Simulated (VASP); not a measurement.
Wanted: the native input for a VASP 6.6.1 run.

```
Task                               : single point
Functional                         : HSE06
Potentials or basis                : VASP PAW PBE potentials, release 64 (B, N)
Cutoff                             : 520 eV
k mesh                             : 8 × 8 × 3
Occupations                        : fermi-dirac, width 0.01 eV
Spin                               : no spin polarisation
Dipole correction                  : no
Grid for exact exchange (PRECFOCK) : Normal
Further INCAR settings             : ALGO = Normal; EDIFF = 1e-06; NBANDS = 16
Share of exact exchange            : 0.25
Screening parameter                : 0.2079 1/Å
```

The system is BN.

```xyz
4
Lattice="2.4883 0.0000 0.0000 -1.2442 2.1550 0.0000 0.0000 0.0000 6.4955" Properties=species:S:1:pos:R:3 pbc="T T T"
B     0.0010    1.4361    1.6239
B     1.2432    0.7189    4.8716
N     0.0033    1.4347    4.8716
N     1.2409    0.7202    1.6239
```

These files were run (other wordings do the same):

POSCAR

```
BN
1.0
    2.4883437615      0.0000000000      0.0000000000
   -1.2441718807      2.1549689108      0.0000000000
    0.0000000000      0.0000000000      6.4954828762
B N
2 2
Direct
    0.3335905386      0.6664094610      0.2500000001
    0.6664094609      0.3335905386      0.7500000004
    0.3342207764      0.6657792233      0.7500000004
    0.6657792231      0.3342207764      0.2500000001
```

INCAR.step1

```
SYSTEM = BN
ALGO = Normal
EDIFF = 1E-5
ENCUT = 520
GGA = PE
GGA_COMPAT = .False.
ISIF = 2
ISMEAR = -1
LASPH = .True.
LCHARG = .False.
LREAL = .False.
LWAVE = .True.
NBANDS = 16
NELM = 120
PREC = Accurate
SIGMA = 0.01
```

INCAR.step2

```
SYSTEM = BN
ALGO = Normal
EDIFF = 1E-6
ENCUT = 520
GGA = PE
GGA_COMPAT = .False.
HFSCREEN = 0.2079
ISIF = 2
ISMEAR = -1
ISTART = 1
LASPH = .True.
LCHARG = .False.
LHFCALC = .True.
LREAL = .False.
LWAVE = .False.
NBANDS = 16
NELM = 120
PREC = Accurate
PRECFOCK = Normal
SIGMA = 0.01
```

KPOINTS

```
k-points
0
Gamma
  8 8 3
  0 0 0
```

Potentials or basis: VASP PAW PBE potentials, release 64 (B, N).

Launch:

```sh
$ cat potpaw_PBE.64/B/POTCAR potpaw_PBE.64/N/POTCAR > POTCAR
$ cp INCAR.step1 INCAR
$ mpirun -np 1 vasp_std > vasp.out
$ cp INCAR.step2 INCAR
$ mpirun -np 1 vasp_std > vasp.out
```

Results of the run:

* Pressure: 3.6 GPa
* Largest force: 0.222 eV/Å
* Band gap on the k mesh: 5.54 eV (least direct gap 6.00 eV)

Caveat: the cell stands under pressure; the PAW data sets were made with another functional, which shifts forces and pressure a little; this functional lacks dispersion, which binds layers or chains, so the pressure and a relaxed spacing across them are unreliable.

It took 22 min on 1 thread of AMD EPYC 9R45 96-Core Processor (Zen 5), on a shared host, peak memory 0.24 GiB.
